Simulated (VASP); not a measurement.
# LiCl in VASP: a series of runs, part 2 of 2

VASP 6.6.1. Earlier steps stand in the parts before.

### 4 Relaxation of cell and atoms, PBE

This run uses another cell than the first one, of 14.85 Å³/atom.

File INCAR:

```
PREC     = Accurate       # precision mode
ENCUT    = 600            # plane-wave cutoff, eV
EDIFF    = 1E-7           # SCF threshold, eV
ISMEAR   = 0              # smearing method
SIGMA    = 0.1            # smearing width, eV
LREAL    = F              # projectors in reciprocal space
LASPH    = T              # aspherical terms in the spheres
NELM     = 60             # most SCF steps
ALGO     = Normal         # electronic algorithm
ISIF     = 3              # what is computed and relaxed
LWAVE    = F              # write WAVECAR
LCHARG   = F              # write CHGCAR
GGA      = PE             # functional
IBRION   = 2              # ionic algorithm
NSW      = 90             # ionic steps
EDIFFG   = -0.04          # ionic threshold
```

File KPOINTS:

```
Automatic mesh
0
Gamma
  6 6 6
```

File POSCAR:

```
LiCl
1.0
    4.7966712000      2.7693594100      1.1175374100
   -4.7966712000      2.7693594100      1.1175374100
    0.0000000000     -5.5387188200      1.1175374100
Li Cl
3 3
Direct
    0.8062090300      0.1851480000      0.8062090300
    0.1851480000      0.8062090300      0.8062090300
    0.8062090300      0.8062090300      0.1851480000
    0.1937909700      0.1937909700      0.8148520000
    0.8148520000      0.1937909700      0.1937909700
    0.1937909700      0.8148520000      0.1937909700
```

Command:

```
$ cat potpaw_PBE.64/Li_sv/POTCAR potpaw_PBE.64/Cl/POTCAR > POTCAR
$ mpirun -np 1 vasp_std > vasp.out
```

Run time: 16 min. Hardware: 1 thread of Intel Xeon Platinum 8488C (Sapphire Rapids), shared host; peak memory 0.35 GiB.

It converged, with:

```yaml
Free_energy: -22.0282 eV
Relaxed_volume: 20.65 Å³/atom
Relaxed_cell: a = 6.343 Å, b = 6.343 Å, c = 6.343 Å, α = 116.32°, β = 116.32°, γ = 116.32°
Space_group_after_relaxing_to_0.1_Å: R3m (No. 160)
Energy_gained_by_relaxing: 265.4 meV/atom
Ionic_steps: 11
Pressure_after_relaxing: 0.0 GPa
Largest_force_after_relaxing: 0.032 eV/Å
Band_gap_on_the_k_mesh: 5.75 eV
```

Forces in eV/Å, atoms in the order of the input:
```
Li  -0.025  0.014 -0.015
Li   0.025  0.014 -0.015
Li   0.000 -0.028 -0.015
Cl   0.000 -0.004  0.015
Cl   0.003  0.002  0.015
Cl  -0.003  0.002  0.015
```

Step by step:
```
step  energy change (eV)  largest force (eV/Å)  pressure (GPa)  volume (Å³)
   1              0.0000                1.0329           18.20        89.07
   2             -1.4757                0.1519            3.02       112.63
   3             -1.5567                0.1113            1.01       119.07
   4             -1.5673                0.1382            0.19       122.33
   5             -1.5673                0.1439            0.02       123.07
   6             -1.5734                0.1281           -0.03       123.36
   7             -1.5846                0.0753           -0.15       124.24
   8             -1.5859                0.0573           -0.20       124.67
   9             -1.5897                0.0400            0.00       123.90
  10             -1.5909                0.0365            0.20       123.16
  11             -1.5926                0.0322            0.04       123.90
```

Final structure:
```cif
data_structure
_symmetry_space_group_name_H-M 'P 1'
_symmetry_Int_Tables_number 1
_cell_length_a 6.3426
_cell_length_b 6.3426
_cell_length_c 6.3426
_cell_angle_alpha 116.322
_cell_angle_beta 116.322
_cell_angle_gamma 116.322
_cell_volume 123.90
loop_
_atom_site_label
_atom_site_type_symbol
_atom_site_fract_x
_atom_site_fract_y
_atom_site_fract_z
_atom_site_occupancy
Li1 Li 0.80097 0.18497 0.80097 1
Li2 Li 0.18497 0.80097 0.80097 1
Li3 Li 0.80097 0.80097 0.18497 1
Cl1 Cl 0.19257 0.19257 0.82795 1
Cl2 Cl 0.82795 0.19257 0.19257 1
Cl3 Cl 0.19257 0.82795 0.19257 1
```

Levels at points of the mesh, in eV from the valence-band top:
```csv
k point,band 13,band 14,band 15,band 16,band 17,band 18
"(0.00, 0.00, 0.00)",-0.01,0.00,0.00,5.75,8.80,8.80
"(0.50, 0.00, 0.00)",-0.60,-0.42,-0.36,7.56,7.80,7.98
"(0.50, 0.50, 0.00)",-0.29,-0.17,0.00,7.14,7.37,7.41
"(0.50, 0.50, 0.50)",-0.45,-0.45,-0.24,7.21,7.21,7.45
```

Caveat: the cutoff is under 1.25 times the usual one of these potentials, so pressure, stress and relaxed cells hold a basis-set (Pulay) error; the volume moved by over 15 % at a fixed basis, so the end points are rough. A k mesh can miss the band edges.

### 5 Single point, PBE

This run uses another cell than the first one: it holds 12 atoms, not 6.

File INCAR:

```
PREC = Accurate ; ENCUT = 520
EDIFF = 1E-7 ; ISMEAR = 0
SIGMA = 0.1 ; LREAL = F
LASPH = T ; NELM = 100
ALGO = Normal ; ISIF = 2
LWAVE = F ; LCHARG = F
GGA = PE ; NBANDS = 42
```

File KPOINTS:

```
regular mesh
0
Gamma
  4 4 2
```

File POSCAR:

```
LiCl
1.0
   -5.4075153906     -3.1283579102     -1.2602444827
    5.3905918682     -3.1137888054     -1.2246893104
    0.0242531711      0.0022551678      7.4484085622
Li Cl
6 6
Direct
    0.0002189151      0.6122537343      0.3995664360
   -0.0010232109      0.6117577588      0.8992510149
    0.6127317736      0.0013447666      0.4007245430
    0.6116774185      0.0006125212      0.9011040290
    0.3889440525      0.3895717044      0.0944796543
    0.3867741875      0.3872267635      0.5930373298
    0.6370676065      0.6365240978      0.4143408005
    0.6355224355      0.6351627148      0.9134171896
    0.3643274685      1.0000976309      0.0956258776
    0.3633831998      0.9988724982      0.5951499774
    0.0008516574      0.3636746537      0.0968054155
    0.9995244961      0.3629011560      0.5964977324
```

Command:

```
$ cat potpaw_PBE.64/Li_sv/POTCAR potpaw_PBE.64/Cl/POTCAR > POTCAR
$ mpirun -np 1 vasp_std > vasp.out
```

Run time: 5.2 min. Hardware: 1 thread of Intel Xeon Platinum 8488C (Sapphire Rapids), shared host; peak memory 0.4 GiB.

It converged, with:

| Property | Result |
| --- | --- |
| Free energy | -44.1034 eV |
| Largest force | 0.023 eV/Å |
| Band gap on the k mesh | 5.72 eV |

Forces in eV/Å, atoms in the order of the input:
```
Li   0.003  0.006 -0.006
Li   0.000 -0.008 -0.004
Li  -0.005  0.012 -0.006
Li  -0.013 -0.006 -0.018
Li   0.001  0.013 -0.011
Li   0.003  0.000 -0.005
Cl   0.000  0.002  0.009
Cl   0.000 -0.005  0.009
Cl   0.005  0.007  0.010
Cl  -0.001 -0.013  0.007
Cl   0.006  0.004  0.007
Cl   0.001 -0.012  0.007
```

Levels at points of the mesh, in eV from the valence-band top:
```csv
k point,band 28,band 29,band 30,band 31,band 32,band 33
"(0.00, 0.00, 0.00)",-0.04,-0.01,0.00,5.72,7.59,7.77
"(0.50, 0.00, 0.00)",-0.31,-0.20,-0.03,7.12,7.31,7.38
"(0.00, 0.50, 0.00)",-0.31,-0.20,-0.03,7.12,7.31,7.38
"(0.50, 0.50, 0.00)",-0.24,-0.20,-0.03,7.12,7.17,7.19
"(0.00, 0.00, 0.50)",-0.17,-0.17,-0.17,6.76,6.76,8.51
"(0.50, 0.00, 0.50)",-0.41,-0.30,-0.30,7.32,7.33,8.11
"(0.00, 0.50, 0.50)",-0.42,-0.30,-0.30,7.33,7.34,8.12
"(0.50, 0.50, 0.50)",-0.36,-0.30,-0.29,7.34,7.36,7.63
```

Caveat: the k points lie up to 0.45 Å⁻¹ apart; the cutoff is under 1.25 times the usual one of these potentials, so pressure, stress and relaxed cells hold a basis-set (Pulay) error.

### 6 Summary

| task | level | cell | k mesh | cutoff (eV) | smearing | gap on the mesh (eV) | largest force (eV/Å) |
| --- | --- | --- | --- | --- | --- | --- | --- |
| single point | r2SCAN | a = 6.359 Å, angles 116.3°, 6 atoms, atomic positions A | 6 × 6 × 6 | 520 | gaussian 0.02 eV | 6.42 | 0.02 |
| single point | PBE | a = 6.359, b = 6.359, c = 7.419 Å, angles 101.2, 101.2, 116.3°, 12 atoms, atomic positions B | 4 × 4 × 2 | 520 | gaussian 0.1 eV | 5.73 | - |
| relaxation of cell and atoms | PBE | relaxed from a = 5.650 Å, angles 116.2°, 6 atoms, atomic positions C | 6 × 6 × 6 | 600 | gaussian 0.1 eV | 5.75 | 0.03 |
| single point | PBE | a = 6.373, b = 6.345, c = 7.448 Å, angles 101.0, 101.6, 116.2°, 12 atoms, atomic positions D | 4 × 4 × 2 | 520 | gaussian 0.1 eV | 5.72 | 0.02 |

Alike in all rows: potentials or basis VASP PAW PBE potentials, release 64 (Li_sv, Cl); no spin polarisation.

Caveats: some runs use coarse meshes; the cutoff is under 1.25 times the usual one of these potentials, so pressure, stress and relaxed cells hold a basis-set (Pulay) error; the PAW data sets were made with another functional, which shifts forces and pressure a little (at least some runs); the volume moved by over 15 % at a fixed basis, so the end points are rough (at least some runs).

Total energies depend on the potentials used, so only differences within one code and one set of settings carry meaning.
